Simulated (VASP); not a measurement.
# SnSe (C2/m) in VASP: single point with PBE

Aim: the single point of SnSe with PBE.

Program: VASP 6.6.1. These are calculated values, not measurements. Logs are shortened: lines on timing, memory, paths and dates and some standing lists are left out, and cuts for length are marked.

### 1 The cell of the first run

The typed cell holds 2 atoms: a = 4.361 Å, b = 4.361 Å, c = 4.316 Å, α = 59.66°, β = 59.66°, γ = 90.00°.

### 2 Single point, PBE

INCAR

```
PREC = Accurate
ENCUT = 520
EDIFF = 1E-7
ISMEAR = 0
SIGMA = 0.1
LREAL = False
LASPH = True
NELM = 100
ALGO = Normal
ISIF = 2
LWAVE = False
LCHARG = False
GGA = PE
NBANDS = 17
```

KPOINTS

```
Automatic mesh
0
Gamma
  8 8 12
```

POSCAR

```
SnSe
1.0
    4.3614332541     -0.0000000186     -0.0004027816
   -0.0000000186      4.3614332541     -0.0004027816
    2.1804425027      2.1804425027      3.0202111949
Sn Se
1 1
Direct
    0.0000000000      0.0000000000      0.0000000000
    0.5000000000      0.5000000000      0.0000000000
```

Potentials or basis: VASP PAW PBE potentials, release 64 (Sn_d, Se).

Command:

```bash
$ cat potpaw_PBE.64/Sn_d/POTCAR potpaw_PBE.64/Se/POTCAR > POTCAR
$ mpirun -np 1 vasp_std > vasp.out
```

OUTCAR:

```text
PREC = Accurate
   ENCUT = 520
   EDIFF = 1E-7
   ISMEAR = 0
   LREAL = False
   LASPH = True
   NELM = 100
   ISIF = 2
   GGA = PE

 ion  position               nearest neighbor table
   1  0.000  0.000  0.000-   2 3.02   2 3.02   2 3.08   2 3.08   2 3.08   2 3.08
   2  0.500  0.500  0.000-   1 3.02   1 3.02   1 3.08   1 3.08   1 3.08   1 3.08

  LATTYP: Found a base centered monoclinic cell.
 ALAT       =     6.0412280028
 B/A-ratio  =     1.0209841580
 C/A-ratio  =     0.7144718157
 COS(beta)  =    -0.6996326541

  Lattice vectors:

 A1 = (   2.1809907514,  -2.1804425213,  -3.0206139765)
 A2 = (  -2.1804425213,   2.1809907514,  -3.0206139765)
 A3 = (   2.1804425027,   2.1804425027,   3.0202111949)

Analysis of symmetry for initial positions (statically):
=====================================================================
 Subroutine PRICEL returns:
 Original cell was already a primitive cell.

 Routine SETGRP: Setting up the symmetry group for a
 base centered monoclinic supercell.

 Subroutine GETGRP returns: Found  4 space group operations
 (whereof  4 operations were pure point group operations)
 out of a pool of  4 trial point group operations.

The static configuration has the point symmetry C_2h.

Analysis of symmetry for dynamics (positions and initial velocities):
=====================================================================
 Subroutine PRICEL returns:
 Original cell was already a primitive cell.

 Routine SETGRP: Setting up the symmetry group for a
 base centered monoclinic supercell.

 Subroutine GETGRP returns: Found  4 space group operations
 (whereof  4 operations were pure point group operations)
 out of a pool of  4 trial point group operations.

The dynamic configuration has the point symmetry C_2h.

 Subroutine INISYM returns: Found  4 space group operations
 (whereof  4 operations are pure point group operations),
 and found     1 'primitive' translations

----------------------------------------------------------------------------------------

                                     Primitive cell

  volume of cell :      57.4584

  direct lattice vectors                    reciprocal lattice vectors
     4.361433254 -0.000000019 -0.000402782     0.229267142 -0.000015284 -0.165508457
    -0.000000019  4.361433254 -0.000402782    -0.000015284  0.229267142 -0.165508457
     2.180442503  2.180442503  3.020211195     0.000030574  0.000030574  0.331058528

  length of vectors
     4.361433273  4.361433273  4.316287140     0.282765754  0.282765754  0.331058531

  position of ions in fractional coordinates (direct lattice)
     0.000000000  0.000000000  0.000000000
     0.500000000  0.500000000  0.000000000

  ion indices of the primitive-cell ions
   primitive index   ion index
                 1           1
                 2           2

----------------------------------------------------------------------------------------

 KPOINTS: Automatic mesh

Automatic generation of k-mesh.
 Grid dimensions read from file:
 generate k-points for:    8    8   12

 Generating k-lattice:

  Cartesian coordinates                     Fractional coordinates (reciprocal lattice)
     0.028658393 -0.000001910 -0.020688557     0.125000000  0.000000000  0.000000000
    -0.000001910  0.028658393 -0.020688557     0.000000000  0.125000000  0.000000000
     0.000002548  0.000002548  0.027588211    -0.000000000 -0.000000000  0.083333333

  Length of vectors
     0.035345719  0.035345719  0.027588211

  Shift w.r.t. Gamma in fractional coordinates (k-lattice)
     0.000000000  0.000000000  0.000000000

 Subroutine IBZKPT returns following result:
 ===========================================

 Found    222 irreducible k-points:

 Following reciprocal coordinates:
            Coordinates               Weight
  0.000000  0.000000  0.000000      1.000000
  0.125000 -0.000000  0.000000      4.000000
  0.250000 -0.000000  0.000000      4.000000
  0.375000 -0.000000  0.000000      4.000000
  0.500000 -0.000000  0.000000      2.000000
  0.125000  0.125000 -0.000000      2.000000
[... 16 lines left out ...]
  0.125000 -0.000000  0.083333      4.000000
  0.250000 -0.000000  0.083333      4.000000
 [... further k-points ...]
   k-points           NKPTS =    222   k-points in BZ     NKDIM =    222   number of bands    NBANDS=     17
   number of dos      NEDOS =    301   number of ions     NIONS =      2
   total plane-waves  NPLWV =  32768
   dimension x,y,z NGX =    32 NGY =   32 NGZ =   32
   dimension x,y,z NGXF=    64 NGYF=   64 NGZF=   64
   ions per type =               1   1
   NGX,Y,Z   is equivalent  to a cutoff of  12.20, 12.20, 12.33 a.u.
   NGXF,Y,Z  is equivalent  to a cutoff of  24.40, 24.40, 24.65 a.u.
 SYSTEM =  unknown system
   PREC   = accura    normal or accurate (medium, high low for compatibility)
   ISTART =      0    job   : 0-new  1-cont  2-samecut
   ICHARG =      2    charge: 1-file 2-atom 10-const
   ISPIN  =      1    spin polarized calculation?
   LNONCOLLINEAR =      F non collinear calculations
   LSORBIT =      F    spin-orbit coupling
   LASPH  =      T    aspherical Exc in radial PAW
   ENCUT  =  520.0 eV  38.22 Ry    6.18 a.u.   8.11  8.11  8.03*2*pi/ulx,y,z
   NELM   =    100;   NELMIN=  2; NELMDL= -5     # of ELM steps
   EDIFF  = 0.1E-06   stopping-criterion for ELM
   LREAL  =      F    real-space projection
   EDIFFG = 0.1E-05   stopping-criterion for IOM
   NSW    =      0    number of steps for IOM
   IBRION =     -1    ionic relax: 0-MD 1-quasi-New 2-CG
   NFREE  =      0    steps in history (QN), initial steepest desc. (CG)
   ISIF   =      2    stress and relaxation
   ISYM   =      2    0-nonsym 1-usesym 2-fastsym
   POTIM  = 0.5000    time-step for ionic-motion
   TEBEG  =    0.0;   TEEND  =   0.0 temperature during run
   PSTRESS=    0.0 pullay stress
   NELECT =      20.0000    total number of electrons
   NUPDOWN=      -1.0000    fix difference up-down
   EMIN   =  10.00;   EMAX   =-10.00  energy-range for DOS
   EFERMI =   0.00;   METHOD = LEGACY
   ISMEAR =     0;   SIGMA  =   0.10  broadening in eV -4-tet -1-fermi 0-gaus
   EFERMI_NEDOS =   21; number of points for ismear=-14 and -15
   IALGO  =     38    algorithm
   IMIX   =      4    mixing-type and parameters
     AMIX     =   0.40;   BMIX     =  1.00
     AMIX_MAG =   1.60;   BMIX_MAG =  1.00
  volume/ion in A,a.u.               =      28.73       193.87
  Fermi-wavevector in a.u.,A,eV,Ry     =   1.151596  2.176201 18.043694  1.326174
  Thomas-Fermi vector in A             =   2.288253
   LORBIT       =      0    0 simple, 1 ext, 2 COOP (PROOUT), +10 PAW based schemes
   GGA     = PE    functional components
   LHFCALC =     F    Hartree Fock is set to
   AEXX    =    0.0000 exact exchange contribution
   IVDW    =     0    specifies the selected vdW correction
   LEPSILON=     F    determine dielectric tensor
   LRPA    =     F    only Hartree local field effects (RPA)
 non-spin polarized calculation
 Gauss-broadening in eV      SIGMA  =   0.10
  energy-cutoff  :      520.00
  volume of cell :       57.46
 maximum number of plane-waves:      1580
   NGX = 17   NGY = 17   NGZ = 17

 number of electron      19.9999993 magnetization

 Free energy of the ion-electron system (eV)
  ---------------------------------------------------
  ext. energy  EPLUGINS =         0.00000000
  ---------------------------------------------------
  free energy    TOTEN  =        -8.20459680 eV

  energy without entropy =       -8.20455924  energy(sigma->0) =       -8.20457802

 E-fermi :   5.2228     XC(G=0):  -9.3617

 val. band max:        5.0556415831   @ k =   0.5000  -0.0000   0.0000
 cond. band min:       5.4122099181   @ k =   0.5000   0.0000   0.4167
 fundamental gap:      0.3565683350
 Fermi energy:         5.2228248690

 k-point     1 :       0.0000    0.0000    0.0000
  band No.  band energies     occupation
      1     -16.6045      2.00000
      2     -16.6008      2.00000
      3     -16.5970      2.00000
      4     -16.5968      2.00000
      5     -16.5901      2.00000
      6      -8.4991      2.00000
[... 9 lines left out ...]
     16      11.0542      0.00000
     17      12.9839      0.00000

 k-point     2 :       0.1250   -0.0000    0.0000
  band No.  band energies     occupation
      1     -16.6039      2.00000
      2     -16.6013      2.00000
      3     -16.5963      2.00000
      4     -16.5957      2.00000
      5     -16.5906      2.00000
      6      -8.4007      2.00000
[... 9 lines left out ...]
     16      11.3452      0.00000
     17      13.9080      0.00000

 k-point     3 :       0.2500   -0.0000    0.0000
  band No.  band energies     occupation
      1     -16.6030      2.00000
      2     -16.6028      2.00000
      3     -16.5956      2.00000
      4     -16.5921      2.00000
      5     -16.5905      2.00000
      6      -8.1379      2.00000
[... 9 lines left out ...]
     16      12.2391      0.00000
     17      15.9201      0.00000

 k-point     4 :       0.3750   -0.0000    0.0000
  band No.  band energies     occupation
      1     -16.6049      2.00000
      2     -16.6024      2.00000
      3     -16.5960      2.00000
      4     -16.5886      2.00000
      5     -16.5883      2.00000
      6      -7.8259      2.00000
[... 9 lines left out ...]
     16      13.6691      0.00000
     17      16.1254      0.00000
[... 343 lines left out ...]
      1     -16.6049      2.00000
      2     -16.6004      2.00000
      3     -16.5961      2.00000
      4     -16.5959      2.00000
      5     -16.5910      2.00000
      6      -8.4376      2.00000
[... 9 lines left out ...]
     16      11.3868      0.00000
     17      13.0743      0.00000

 k-point    23 :       0.1250   -0.0000    0.0833
  band No.  band energies     occupation
      1     -16.6037      2.00000
      2     -16.6014      2.00000
      3     -16.5968      2.00000
      4     -16.5962      2.00000
      5     -16.5902      2.00000
      6      -8.4304      2.00000
[... 9 lines left out ...]
     16      11.4738      0.00000
     17      13.7116      0.00000

 k-point    24 :       0.2500   -0.0000    0.0833
  band No.  band energies     occupation
      1     -16.6026      2.00000
      2     -16.6022      2.00000
      3     -16.5961      2.00000
      4     -16.5944      2.00000
      5     -16.5903      2.00000
      6      -8.2386      2.00000
[... 9 lines left out ...]
     16      12.5148      0.00000
     17      14.4894      0.00000

 [... further k-points ...]

------------------------ aborting loop because EDIFF is reached ----------------------------------------

  FORCE on cell =-STRESS in cart. coord.  units (eV):
  Direction    XX          YY          ZZ          XY          YZ          ZX
  --------------------------------------------------------------------------------------
  -------------------------------------------------------------------------------------
  Total       -0.7544748     -0.7544748     -0.0141497      0.0030482      0.0000151      0.0000151
  in kB      -21.0378649    -21.0378649     -0.3945510      0.0849954      0.0004216      0.0004219
  external PRESSURE =     -14.1567603 kB  Pullay stress =       0.0000000 kB

 VOLUME and BASIS-vectors are now :
 -----------------------------------------------------------------------------
  energy-cutoff  :      520.00
  volume of cell :       57.46
      direct lattice vectors                 reciprocal lattice vectors
     4.361433254 -0.000000019 -0.000402782     0.229267142 -0.000015284 -0.165508457
    -0.000000019  4.361433254 -0.000402782    -0.000015284  0.229267142 -0.165508457
     2.180442503  2.180442503  3.020211195     0.000030574  0.000030574  0.331058528

 POSITION                                       TOTAL-FORCE (eV/Angst)
 -----------------------------------------------------------------------------------
      0.00000      0.00000      0.00000         0.000000      0.000000      0.000000
      2.18072      2.18072     -0.00040        -0.000000      0.000000      0.000000
 -----------------------------------------------------------------------------------
    total drift:                               -0.000000     -0.000000     -0.000000

  FREE ENERGIE OF THE ION-ELECTRON SYSTEM (eV)
  ---------------------------------------------------
  free  energy   TOTEN  =        -8.2045967989 eV

  energy  without entropy=       -8.2045592442  energy(sigma->0) =       -8.20457802
```

Wall time 2.7 min (1 thread of AMD EPYC 7R43 (Zen 3), shared host); peak memory 0.3 GiB.

What came out:

- Free energy: -8.2046 eV
- Pressure: -1.4 GPa
- Band gap on the k mesh: 0.36 eV, indirect (least direct gap 0.38 eV)

Stress tensor (GPa, compression positive):
```
-2.10  0.01  0.00
 0.01 -2.10  0.00
 0.00  0.00 -0.04
```

Caveat: spin-orbit coupling is left out, which moves the levels of the heavy elements. A k mesh can miss the band edges.
